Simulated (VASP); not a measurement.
# P (Cmce) in VASP: single point with PBE

Aim: the single point of P with PBE.

Everything below comes from runs of VASP 6.6.1. Logs are shortened: lines on timing, memory, paths and dates and some standing lists are left out, and cuts for length are marked.

### 1 The cell of the first run

It takes space group Cmce (No. 64, orthorhombic). The conventional cell has a = 3.309 Å, b = 11.298 Å, c = 4.563 Å, α = 90.00°, β = 90.00°, γ = 90.00°. Within 2.9 Å of P (site symmetry m) lie 3 P at 2.23 to 2.26 Å.

### 2 Single point, PBE

The input, INCAR:

```
PREC = Accurate
ENCUT = 520
EDIFF = 1E-7
ISMEAR = 0
SIGMA = 0.05
LREAL = False
LASPH = True
NELM = 80
ALGO = Normal
ISIF = 2
LWAVE = False
LCHARG = False
GGA = PE
NBANDS = 18
```

The input, KPOINTS:

```
regular mesh
0
Gamma
  14 14 10
```

The input, POSCAR:

```
P
1.0
    1.6546021630     -5.6490813535      0.0000000000
    1.6546021630      5.6490813535      0.0000000000
    0.0000000000      0.0000000000      4.5630144974
P
4
Direct
    0.4060598423      0.5939401577      0.5864948357
    0.5939401577      0.4060598423      0.4135051643
    0.9060598423      0.0939401577      0.9135051643
    0.0939401577      0.9060598423      0.0864948357
```

Potentials or basis: VASP PAW PBE potentials, release 64 (P).

Launch:

```sh
cat potpaw_PBE.64/P/POTCAR > POTCAR
mpirun -np 1 vasp_std > vasp.out
```

OUTCAR:

```text
PREC = Accurate
   ENCUT = 520
   EDIFF = 1E-7
   ISMEAR = 0
   LREAL = False
   LASPH = True
   NELM = 80
   ISIF = 2
   GGA = PE

 ion  position               nearest neighbor table
   1  0.406  0.594  0.586-   3 2.23   3 2.23   2 2.26
   2  0.594  0.406  0.414-   4 2.23   4 2.23   1 2.26
   3  0.906  0.094  0.914-   1 2.23   1 2.23   4 2.26
   4  0.094  0.906  0.086-   2 2.23   2 2.23   3 2.26

  LATTYP: Found a base centered orthorhombic cell.
 ALAT       =     3.3092043260
 B/A-ratio  =     3.4141629207
 C/A-ratio  =     1.3788856921

  Lattice vectors:

 A1 = (   1.6546021630,  -5.6490813535,   0.0000000000)
 A2 = (   1.6546021630,   5.6490813535,   0.0000000000)
 A3 = (   0.0000000000,   0.0000000000,   4.5630144974)

Analysis of symmetry for initial positions (statically):
=====================================================================
 Subroutine PRICEL returns:
 Original cell was already a primitive cell.

 Routine SETGRP: Setting up the symmetry group for a
 base centered orthorhombic supercell.

 Subroutine GETGRP returns: Found  8 space group operations
 (whereof  4 operations were pure point group operations)
 out of a pool of  8 trial point group operations.

The static configuration has the point symmetry C_2h.
 The point group associated with its full space group is D_2h.

Analysis of symmetry for dynamics (positions and initial velocities):
=====================================================================
 Subroutine PRICEL returns:
 Original cell was already a primitive cell.

 Routine SETGRP: Setting up the symmetry group for a
 base centered orthorhombic supercell.

 Subroutine GETGRP returns: Found  8 space group operations
 (whereof  4 operations were pure point group operations)
 out of a pool of  8 trial point group operations.

The dynamic configuration has the point symmetry C_2h.
 The point group associated with its full space group is D_2h.

 Subroutine INISYM returns: Found  8 space group operations
 (whereof  4 operations are pure point group operations),
 and found     1 'primitive' translations

----------------------------------------------------------------------------------------

                                     Primitive cell
[... 92 lines left out ...]
   LASPH  =      T    aspherical Exc in radial PAW
   ENCUT  =  520.0 eV  38.22 Ry    6.18 a.u.  10.94 10.94  8.48*2*pi/ulx,y,z
   NELM   =     80;   NELMIN=  2; NELMDL= -5     # of ELM steps
   EDIFF  = 0.1E-06   stopping-criterion for ELM
   LREAL  =      F    real-space projection
   EDIFFG = 0.1E-05   stopping-criterion for IOM
   NSW    =      0    number of steps for IOM
   IBRION =     -1    ionic relax: 0-MD 1-quasi-New 2-CG
   NFREE  =      0    steps in history (QN), initial steepest desc. (CG)
   ISIF   =      2    stress and relaxation
   ISYM   =      2    0-nonsym 1-usesym 2-fastsym
   POTIM  = 0.5000    time-step for ionic-motion
   TEBEG  =    0.0;   TEEND  =   0.0 temperature during run
   PSTRESS=    0.0 pullay stress
   NELECT =      20.0000    total number of electrons
   NUPDOWN=      -1.0000    fix difference up-down
   EMIN   =  10.00;   EMAX   =-10.00  energy-range for DOS
   EFERMI =   0.00;   METHOD = LEGACY
   ISMEAR =     0;   SIGMA  =   0.05  broadening in eV -4-tet -1-fermi 0-gaus
   EFERMI_NEDOS =   21; number of points for ismear=-14 and -15
   IALGO  =     38    algorithm
   IMIX   =      4    mixing-type and parameters
     AMIX     =   0.40;   BMIX     =  1.00
     AMIX_MAG =   1.60;   BMIX_MAG =  1.00
  volume/ion in A,a.u.               =      21.33       143.91
  Fermi-wavevector in a.u.,A,eV,Ry     =   1.009486  1.907652 13.865187  1.019062
  Thomas-Fermi vector in A             =   2.142417
   LORBIT       =      0    0 simple, 1 ext, 2 COOP (PROOUT), +10 PAW based schemes
   GGA     = PE    functional components
   LHFCALC =     F    Hartree Fock is set to
   AEXX    =    0.0000 exact exchange contribution
   IVDW    =     0    specifies the selected vdW correction
   LEPSILON=     F    determine dielectric tensor
   LRPA    =     F    only Hartree local field effects (RPA)
 non-spin polarized calculation
 Gauss-broadening in eV      SIGMA  =   0.05
  energy-cutoff  :      520.00
  volume of cell :       85.30
 maximum number of plane-waves:      2319
 NGX is ok and might be reduce to    48
   NGX = 21   NGY = 21   NGZ = 17

 number of electron      19.9999999 magnetization

 Free energy of the ion-electron system (eV)
  ---------------------------------------------------
  ext. energy  EPLUGINS =         0.00000000
  ---------------------------------------------------
  free energy    TOTEN  =       -21.50926704 eV

  energy without entropy =      -21.50926350  energy(sigma->0) =      -21.50926527

 E-fermi :   5.3828     XC(G=0):  -9.2193

 val. band max:        5.3096402674   @ k =   0.5000   0.5000   0.0000
 cond. band min:       5.4554499287   @ k =   0.5000   0.5000   0.0000
 fundamental gap:      0.1458096613
 Fermi energy:         5.3827985348

 k-point     1 :       0.0000    0.0000    0.0000
  band No.  band energies     occupation
      1     -10.1436      2.00000
      2      -7.4965      2.00000
      3      -4.2631      2.00000
      4      -1.1367      2.00000
      5       0.3400      2.00000
      6       0.5764      2.00000
[... 481 lines left out ...]
      5      -0.2623      2.00000
      6       0.0486      2.00000
[... 10 lines left out ...]
     17      11.5886      0.00000
     18      12.3491      0.00000

 [... further k-points ...]

------------------------ aborting loop because EDIFF is reached ----------------------------------------

  FORCE on cell =-STRESS in cart. coord.  units (eV):
  Direction    XX          YY          ZZ          XY          YZ          ZX
  --------------------------------------------------------------------------------------
  -------------------------------------------------------------------------------------
  Total       -0.1533356     -0.1575251     -0.1669314      0.0000000     -0.0000000      0.0000000
  in kB       -2.8800523     -2.9587428     -3.1354178      0.0000000     -0.0000000      0.0000000
  external PRESSURE =      -2.9914043 kB  Pullay stress =       0.0000000 kB

 VOLUME and BASIS-vectors are now :
 -----------------------------------------------------------------------------
  energy-cutoff  :      520.00
  volume of cell :       85.30
      direct lattice vectors                 reciprocal lattice vectors
     1.654602163 -5.649081353  0.000000000     0.302187445 -0.088509966  0.000000000
     1.654602163  5.649081353  0.000000000     0.302187445  0.088509966  0.000000000
     0.000000000  0.000000000  4.563014497     0.000000000  0.000000000  0.219153369

 POSITION                                       TOTAL-FORCE (eV/Angst)
 -----------------------------------------------------------------------------------
      1.65460      1.06135      2.67618         0.000000     -0.037192      0.034650
      1.65460     -1.06135      1.88683         0.000000      0.037192     -0.034650
      1.65460     -4.58773      4.16834         0.000000     -0.037192     -0.034650
      1.65460      4.58773      0.39468         0.000000      0.037192      0.034650
 -----------------------------------------------------------------------------------
    total drift:                                0.000000     -0.000000      0.000000

  FREE ENERGIE OF THE ION-ELECTRON SYSTEM (eV)
  ---------------------------------------------------
  free  energy   TOTEN  =       -21.5092670386 eV

  energy  without entropy=      -21.5092635004  energy(sigma->0) =      -21.50926527
```

OSZICAR:

```text
N       E                     dE             d eps       ncg     rms          rms(c)
DAV:   1     0.589457060432E+02    0.58946E+02   -0.80909E+03 12312   0.928E+02
DAV:   2    -0.177606045761E+02   -0.76706E+02   -0.73635E+02 16338   0.150E+02
DAV:   3    -0.216195343473E+02   -0.38589E+01   -0.38316E+01 16300   0.340E+01
DAV:   4    -0.216651161114E+02   -0.45582E-01   -0.45546E-01 16112   0.441E+00
DAV:   5    -0.216660572512E+02   -0.94114E-03   -0.94102E-03 16010   0.602E-01    0.998E+00
DAV:   6    -0.215548556703E+02    0.11120E+00   -0.58942E-02 14626   0.124E+00    0.592E+00
DAV:   7    -0.215087632802E+02    0.46092E-01   -0.10773E-01 14814   0.171E+00    0.269E-01
DAV:   8    -0.215090917424E+02   -0.32846E-03   -0.10516E-02 13868   0.577E-01    0.139E-01
DAV:   9    -0.215092035334E+02   -0.11179E-03   -0.42888E-04 16442   0.123E-01    0.793E-02
DAV:  10    -0.215092520552E+02   -0.48522E-04   -0.62541E-05 15032   0.423E-02    0.333E-02
DAV:  11    -0.215092663929E+02   -0.14338E-04   -0.18743E-05 14532   0.282E-02    0.929E-03
DAV:  12    -0.215092672022E+02   -0.80938E-06   -0.93121E-07 15960   0.553E-03    0.306E-03
DAV:  13    -0.215092670357E+02    0.16655E-06   -0.13494E-07 11168   0.207E-03    0.900E-04
DAV:  14    -0.215092670386E+02   -0.28713E-08   -0.81189E-09  7302   0.629E-04
   1 F= -.21509267E+02 E0= -.21509265E+02  d E =-.353817E-05
```

stdout:

```text
POSCAR found type information on POSCAR P
 POSCAR found :  1 types and       4 ions
 scaLAPACK will be used
 LDA part: xc-table for (Slater+PW92), standard interpolation
 POSCAR, INCAR and KPOINTS ok, starting setup
 FFT: planning ... GRIDC
 FFT: planning ... GRID_SOFT
 FFT: planning ... GRID
 WAVECAR not read
 entering main loop
```

Run time: 17 min. Hardware: 1 thread of Intel Xeon 8259CL, shared host; peak memory 0.53 GiB.

What came out:

```
Free energy            : -21.5093 eV
Pressure               : -0.3 GPa
Largest force          : 0.051 eV/Å
Band gap on the k mesh : 0.15 eV
```

Forces in eV/Å, atoms in the order of the input:
```
P    0.000 -0.037  0.035
P    0.000  0.037 -0.035
P    0.000 -0.037 -0.035
P    0.000  0.037  0.035
```

A k mesh can miss the band edges.
